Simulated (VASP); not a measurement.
# Se (Fd-3m) in VASP: further runs

Runs on Se. Level: revPBE. Tasks: single point, relaxation of cell and atoms.

Everything below comes from runs of VASP 6.6.1. Logs are shortened: lines on timing, memory, paths and dates and some standing lists are left out, and cuts for length are marked.

## Step 1: The cell of the first run

Symmetry: Fd-3m, No. 227, cubic system. The conventional cell has a = 6.477 Å, b = 6.477 Å, c = 6.477 Å, α = 90.00°, β = 90.00°, γ = 90.00°. Within 3.7 Å of Se (site symmetry -43m) lie 4 Se at 2.80 Å.

## Step 2: Single point, revPBE (volume scaled by 1.04)

File INCAR:

```
SYSTEM = Se
  ALGO = Normal
  EDIFF = 1E-6
  ENCUT = 520
  GGA = RE
  ISIF = 2
  ISMEAR = -1
  LASPH = .True.
  LCHARG = .False.
  LREAL = .False.
  LWAVE = .False.
  NBANDS = 13
  NELM = 100
  PREC = Accurate
  SIGMA = 0.1
```

File KPOINTS:

```
k-points
0
Gamma
  10 10 10
  0 0 0
```

File POSCAR:

```
Se
1.0
    0.0000000000      3.2383842261      3.2383842261
    3.2383842261      0.0000000000      3.2383842261
    3.2383842261      3.2383842261      0.0000000000
Se
2
Direct
    0.1250000000      0.1250000000      0.1250000000
    0.8750000000      0.8750000000      0.8750000000
```

Potentials or basis: VASP PAW PBE potentials, release 64 (Se).

Run with:

```console
$ cat potpaw_PBE.64/Se/POTCAR > POTCAR
$ mpirun -np 1 vasp_std > vasp.out
```

OUTCAR:

```text
SYSTEM = Se
   EDIFF = 1E-6
   ENCUT = 520
   GGA = RE
   ISIF = 2
   ISMEAR = -1
   LASPH = .True.
   LREAL = .False.
   NELM = 100
   PREC = Accurate

 ion  position               nearest neighbor table
   1  0.125  0.125  0.125-
   2  0.875  0.875  0.875-

  LATTYP: Found a face centered cubic cell.
 ALAT       =     6.4767684522

  Lattice vectors:

 A1 = (   0.0000000000,   3.2383842261,   3.2383842261)
 A2 = (   3.2383842261,   0.0000000000,   3.2383842261)
 A3 = (   3.2383842261,   3.2383842261,   0.0000000000)

Analysis of symmetry for initial positions (statically):
=====================================================================
 Subroutine PRICEL returns:
 Original cell was already a primitive cell.

 Routine SETGRP: Setting up the symmetry group for a
 face centered cubic supercell.

 Subroutine GETGRP returns: Found 48 space group operations
 (whereof 12 operations were pure point group operations)
 out of a pool of 48 trial point group operations.

The static configuration has the point symmetry D_3d.
 The point group associated with its full space group is O_h .

Analysis of symmetry for dynamics (positions and initial velocities):
=====================================================================
 Subroutine PRICEL returns:
 Original cell was already a primitive cell.

 Routine SETGRP: Setting up the symmetry group for a
 face centered cubic supercell.

 Subroutine GETGRP returns: Found 48 space group operations
 (whereof 12 operations were pure point group operations)
 out of a pool of 48 trial point group operations.

The dynamic configuration has the point symmetry D_3d.
 The point group associated with its full space group is O_h .

 Subroutine INISYM returns: Found 48 space group operations
 (whereof 12 operations are pure point group operations),
 and found     1 'primitive' translations

----------------------------------------------------------------------------------------

                                     Primitive cell

  volume of cell :      67.9227

  direct lattice vectors                    reciprocal lattice vectors
     0.000000000  3.238384226  3.238384226    -0.154397985  0.154397985  0.154397985
     3.238384226  0.000000000  3.238384226     0.154397985 -0.154397985  0.154397985
     3.238384226  3.238384226  0.000000000     0.154397985  0.154397985 -0.154397985

  length of vectors
     4.579766893  4.579766893  4.579766893     0.267425155  0.267425155  0.267425155

  position of ions in fractional coordinates (direct lattice)
     0.125000000  0.125000000  0.125000000
[... 83 lines left out ...]
   NFREE  =      0    steps in history (QN), initial steepest desc. (CG)
   ISIF   =      2    stress and relaxation
   ISYM   =      2    0-nonsym 1-usesym 2-fastsym
   POTIM  = 0.5000    time-step for ionic-motion
   TEBEG  =    0.0;   TEEND  =   0.0 temperature during run
   PSTRESS=    0.0 pullay stress
   NELECT =      12.0000    total number of electrons
   NUPDOWN=      -1.0000    fix difference up-down
   EMIN   =  10.00;   EMAX   =-10.00  energy-range for DOS
   EFERMI =   0.00;   METHOD = LEGACY
   ISMEAR =    -1;   SIGMA  =   0.10  broadening in eV -4-tet -1-fermi 0-gaus
   EFERMI_NEDOS =   21; number of points for ismear=-14 and -15
   IALGO  =     38    algorithm
   IMIX   =      4    mixing-type and parameters
     AMIX     =   0.40;   BMIX     =  1.00
     AMIX_MAG =   1.60;   BMIX_MAG =  1.00
  volume/ion in A,a.u.               =      33.96       229.18
  Fermi-wavevector in a.u.,A,eV,Ry     =   0.918608  1.735917 11.481148  0.843841
  Thomas-Fermi vector in A             =   2.043709
   LORBIT       =      0    0 simple, 1 ext, 2 COOP (PROOUT), +10 PAW based schemes
   GGA     = RE    functional components
   LHFCALC =     F    Hartree Fock is set to
   AEXX    =    0.0000 exact exchange contribution
   IVDW    =     0    specifies the selected vdW correction
   LEPSILON=     F    determine dielectric tensor
   LRPA    =     F    only Hartree local field effects (RPA)
 non-spin polarized calculation
  energy-cutoff  :      520.00
  volume of cell :       67.92
 maximum number of plane-waves:      1850
 NGX is ok and might be reduce to    36
   NGX = 17   NGY = 17   NGZ = 17

 number of electron      12.0000002 magnetization

 Free energy of the ion-electron system (eV)
  ---------------------------------------------------
  ext. energy  EPLUGINS =         0.00000000
  ---------------------------------------------------
  free energy    TOTEN  =        -5.43937334 eV

  energy without entropy =       -5.38133835  energy(sigma->0) =       -5.41035584

 E-fermi :   1.5211     XC(G=0):  -7.6723

 val. band max:        1.5204086383   @ k =   0.2000   0.1000   0.0000
 cond. band min:       1.5302182966   @ k =  -0.3000   0.2000   0.0000
 fundamental gap:      0.0098096583
 Fermi energy:         1.5211239083

 k-point     1 :       0.0000    0.0000    0.0000
  band No.  band energies     occupation
      1     -13.2652      2.00000
      2      -8.8781      2.00000
      3      -1.6322      2.00000
      4      -1.6322      2.00000
      5      -1.6322      2.00000
      6       0.8723      1.99696
      7       0.8723      1.99696
      8       0.8723      1.99696
      9       6.2382      0.00000
     10       9.2961      0.00000
     11       9.2961      0.00000
     12      11.2076      0.00000
     13      11.2076      0.00000
[... 354 lines left out ...]
  band No.  band energies     occupation
      1     -12.3251      2.00000
      2     -10.5023      2.00000
      3      -2.8451      2.00000
      4      -2.7301      2.00000
      5      -0.5289      2.00000
      6       0.1603      2.00000
      7       2.8398      0.00000
      8       2.8830      0.00000
      9       7.2022      0.00000
     10       8.7554      0.00000
     11      10.7743      0.00000
     12      11.9320      0.00000
     13      12.0095      0.00000

 [... further k-points ...]
[... 5 lines left out ...]
  --------------------------------------------------------------------------------------
  -------------------------------------------------------------------------------------
  Total       -0.5516984     -0.5516984     -0.5516984     -0.0000000      0.0000000      0.0000000
  in kB      -13.0135916    -13.0135916    -13.0135916     -0.0000000      0.0000000      0.0000000
  external PRESSURE =     -13.0135916 kB  Pullay stress =       0.0000000 kB

 VOLUME and BASIS-vectors are now :
 -----------------------------------------------------------------------------
  energy-cutoff  :      520.00
  volume of cell :       67.92
      direct lattice vectors                 reciprocal lattice vectors
     0.000000000  3.238384226  3.238384226    -0.154397985  0.154397985  0.154397985
     3.238384226  0.000000000  3.238384226     0.154397985 -0.154397985  0.154397985
     3.238384226  3.238384226  0.000000000     0.154397985  0.154397985 -0.154397985

 POSITION                                       TOTAL-FORCE (eV/Angst)
 -----------------------------------------------------------------------------------
      0.80960      0.80960      0.80960         0.000000      0.000000      0.000000
      5.66717      5.66717      5.66717        -0.000000     -0.000000     -0.000000
 -----------------------------------------------------------------------------------
    total drift:                               -0.000000      0.000000      0.000000

  FREE ENERGIE OF THE ION-ELECTRON SYSTEM (eV)
  ---------------------------------------------------
  free  energy   TOTEN  =        -5.4393733371 eV

  energy  without entropy=       -5.3813383496  energy(sigma->0) =       -5.41035584
```

Wall time 37 s (1 thread of Intel Xeon 6975P-C, shared host); peak memory 0.21 GiB.

Results:

- Free energy: -5.4394 eV
- Pressure: -1.3 GPa
- Band gap on the k mesh: zero (band 6 reaches 1.84 eV, above the bottom of band 7 at 0.87 eV)

Caveat: the PAW data sets were made with another functional, which shifts forces and pressure a little.

## Step 3: Single point, revPBE (volume scaled by 1.08)

File INCAR:

```
ALGO = Normal
EDIFF = 1E-7
ENCUT = 520
GGA = RE
ISIF = 2
ISMEAR = -1
LASPH = True
LCHARG = False
LREAL = False
LWAVE = False
NBANDS = 13
NELM = 80
PREC = Accurate
SIGMA = 0.1
```

File KPOINTS:

```
k-points
0
Gamma
  10 10 10
```

File POSCAR:

```
Se
1.0
    0.0000000000      3.2793807836      3.2793807836
    3.2793807836      0.0000000000      3.2793807836
    3.2793807836      3.2793807836      0.0000000000
Se
2
Direct
    0.1250000000      0.1250000000      0.1250000000
    0.8750000000      0.8750000000      0.8750000000
```

Potentials or basis: VASP PAW PBE potentials, release 64 (Se).

Run with:

```console
$ cat potpaw_PBE.64/Se/POTCAR > POTCAR
$ mpirun -np 1 vasp_std > vasp.out
```

OUTCAR:

```text
EDIFF = 1E-7
   ENCUT = 520
   GGA = RE
   ISIF = 2
   ISMEAR = -1
   LASPH = True
   LREAL = False
   NELM = 80
   PREC = Accurate

 ion  position               nearest neighbor table
   1  0.125  0.125  0.125-
   2  0.875  0.875  0.875-

  LATTYP: Found a face centered cubic cell.
 ALAT       =     6.5587615672

  Lattice vectors:

 A1 = (   0.0000000000,   3.2793807836,   3.2793807836)
 A2 = (   3.2793807836,   0.0000000000,   3.2793807836)
 A3 = (   3.2793807836,   3.2793807836,   0.0000000000)

Analysis of symmetry for initial positions (statically):
=====================================================================
 Subroutine PRICEL returns:
 Original cell was already a primitive cell.

 Routine SETGRP: Setting up the symmetry group for a
 face centered cubic supercell.

 Subroutine GETGRP returns: Found 48 space group operations
 (whereof 12 operations were pure point group operations)
 out of a pool of 48 trial point group operations.

The static configuration has the point symmetry D_3d.
 The point group associated with its full space group is O_h .

Analysis of symmetry for dynamics (positions and initial velocities):
=====================================================================
 Subroutine PRICEL returns:
 Original cell was already a primitive cell.

 Routine SETGRP: Setting up the symmetry group for a
 face centered cubic supercell.

 Subroutine GETGRP returns: Found 48 space group operations
 (whereof 12 operations were pure point group operations)
 out of a pool of 48 trial point group operations.

The dynamic configuration has the point symmetry D_3d.
 The point group associated with its full space group is O_h .

 Subroutine INISYM returns: Found 48 space group operations
 (whereof 12 operations are pure point group operations),
 and found     1 'primitive' translations

[... 121 lines left out ...]
   AEXX    =    0.0000 exact exchange contribution
   IVDW    =     0    specifies the selected vdW correction
   LEPSILON=     F    determine dielectric tensor
   LRPA    =     F    only Hartree local field effects (RPA)
 non-spin polarized calculation
  energy-cutoff  :      520.00
  volume of cell :       70.54
 maximum number of plane-waves:      1917
   NGX = 17   NGY = 17   NGZ = 17

 number of electron      12.0000001 magnetization

 Free energy of the ion-electron system (eV)
  ---------------------------------------------------
  ext. energy  EPLUGINS =         0.00000000
  ---------------------------------------------------
  free energy    TOTEN  =        -5.40940322 eV

  energy without entropy =       -5.35046767  energy(sigma->0) =       -5.37993545

 E-fermi :   1.2139     XC(G=0):  -7.5082

 val. band max:        1.1995047678   @ k =  -0.3000   0.2000   0.0000
 cond. band min:       1.2236371320   @ k =   0.2000   0.1000   0.0000
 fundamental gap:      0.0241323642
 Fermi energy:         1.2138718442

 k-point     1 :       0.0000    0.0000    0.0000
  band No.  band energies     occupation
      1     -13.3441      2.00000
      2      -9.2671      2.00000
      3      -1.8093      2.00000
      4      -1.8093      2.00000
      5      -1.8093      2.00000
      6       0.6156      1.99497
      7       0.6156      1.99497
      8       0.6156      1.99497
      9       5.9605      0.00000
     10       9.0388      0.00000
     11       9.0388      0.00000
     12      10.8988      0.00000
     13      10.8988      0.00000
[... 354 lines left out ...]
  band No.  band energies     occupation
      1     -12.4578      2.00000
      2     -10.7523      2.00000
      3      -2.9612      2.00000
      4      -2.8533      2.00000
      5      -0.7858      2.00000
      6      -0.0811      2.00000
      7       2.4630      0.00001
      8       2.5064      0.00000
      9       6.9766      0.00000
     10       8.4107      0.00000
     11      10.4687      0.00000
     12      11.5825      0.00000
     13      11.5847      0.00000

 [... further k-points ...]

------------------------ aborting loop because EDIFF is reached ----------------------------------------

  FORCE on cell =-STRESS in cart. coord.  units (eV):
  Direction    XX          YY          ZZ          XY          YZ          ZX
  --------------------------------------------------------------------------------------
  -------------------------------------------------------------------------------------
  Total       -1.0303380     -1.0303380     -1.0303380      0.0000000     -0.0000000     -0.0000000
  in kB      -23.4037118    -23.4037118    -23.4037118      0.0000000     -0.0000000     -0.0000000
  external PRESSURE =     -23.4037118 kB  Pullay stress =       0.0000000 kB

 VOLUME and BASIS-vectors are now :
 -----------------------------------------------------------------------------
  energy-cutoff  :      520.00
  volume of cell :       70.54
      direct lattice vectors                 reciprocal lattice vectors
     0.000000000  3.279380784  3.279380784    -0.152467808  0.152467808  0.152467808
     3.279380784  0.000000000  3.279380784     0.152467808 -0.152467808  0.152467808
     3.279380784  3.279380784  0.000000000     0.152467808  0.152467808 -0.152467808

 POSITION                                       TOTAL-FORCE (eV/Angst)
 -----------------------------------------------------------------------------------
      0.81985      0.81985      0.81985        -0.000000     -0.000000     -0.000000
      5.73892      5.73892      5.73892         0.000000      0.000000      0.000000
 -----------------------------------------------------------------------------------
    total drift:                                0.000000      0.000000      0.000000

  FREE ENERGIE OF THE ION-ELECTRON SYSTEM (eV)
  ---------------------------------------------------
  free  energy   TOTEN  =        -5.4094032248 eV

  energy  without entropy=       -5.3504676694  energy(sigma->0) =       -5.37993545
```

OSZICAR:

```text
N       E                     dE             d eps       ncg     rms          rms(c)
DAV:   1     0.517530380363E+02    0.51753E+02   -0.46357E+03  1222   0.741E+02
DAV:   2    -0.187620127738E+01   -0.53629E+02   -0.51012E+02  1771   0.124E+02
DAV:   3    -0.537393902709E+01   -0.34977E+01   -0.34551E+01  1562   0.340E+01
DAV:   4    -0.540689987276E+01   -0.32961E-01   -0.32949E-01  1462   0.394E+00
DAV:   5    -0.540716338071E+01   -0.26351E-03   -0.26350E-03  1597   0.357E-01    0.427E+00
DAV:   6    -0.540810005120E+01   -0.93667E-03   -0.20141E-03  1512   0.332E-01    0.254E+00
DAV:   7    -0.540913475661E+01   -0.10347E-02   -0.46377E-03  1462   0.496E-01    0.681E-02
DAV:   8    -0.540933943335E+01   -0.20468E-03   -0.31139E-04  1422   0.101E-01    0.134E-02
DAV:   9    -0.540938355128E+01   -0.44118E-04   -0.34952E-05  1457   0.332E-02    0.834E-03
DAV:  10    -0.540940229187E+01   -0.18741E-04   -0.29338E-05  1327   0.306E-02    0.274E-03
DAV:  11    -0.540940251128E+01   -0.21941E-06   -0.32225E-07  1592   0.347E-03    0.153E-03
DAV:  12    -0.540940322189E+01   -0.71061E-06   -0.10622E-06  1327   0.638E-03    0.592E-04
DAV:  13    -0.540940322484E+01   -0.29593E-08   -0.79989E-09  1196   0.580E-04
   1 F= -.54094032E+01 E0= -.53799354E+01  d E =-.589356E-01
```

stdout:

```text
POSCAR found type information on POSCAR Se
 POSCAR found :  1 types and       2 ions
 scaLAPACK will be used
 -----------------------------------------------------------------------------
|                                                                             |
|                                                                             |
|     You enforced a specific xc type in the INCAR file but a different       |
|     I HOPE YOU KNOW WHAT YOU ARE DOING!                                     |
|                                                                             |
 -----------------------------------------------------------------------------

 LDA part: xc-table for (Slater+PW92), standard interpolation
 POSCAR, INCAR and KPOINTS ok, starting setup
 FFT: planning ... GRIDC
 FFT: planning ... GRID_SOFT
 FFT: planning ... GRID
 WAVECAR not read
 entering main loop
```

Wall time 41 s (1 thread of Intel Xeon 6975P-C, shared host); peak memory 0.21 GiB.

What came out:

```yaml
Free_energy: -5.4094 eV
Pressure: -2.3 GPa
Band_gap_on_the_k_mesh: zero (band 6 reaches 1.54 eV, above the bottom of band 7 at 0.62 eV)
```

Levels at points of the mesh, in eV from the Fermi level:
```tsv
k point	band 2	band 3	band 4	band 5	band 6	band 7	band 8	band 9	band 10	band 11
(0.00, 0.00, 0.00)	-10.48	-3.02	-3.02	-3.02	-0.60	-0.60	-0.60	4.75	7.82	7.82
(0.50, 0.00, 0.00)	-11.88	-3.65	-3.62	-3.62	0.33	0.33	1.26	7.09	7.22	8.06
(0.50, 0.50, 0.00)	-12.88	-4.28	-4.28	-1.70	-1.70	1.78	1.78	6.38	6.38	9.79
```

Caveat: the PAW data sets were made with another functional, which shifts forces and pressure a little.

(Part 1 of 2 ends here.)
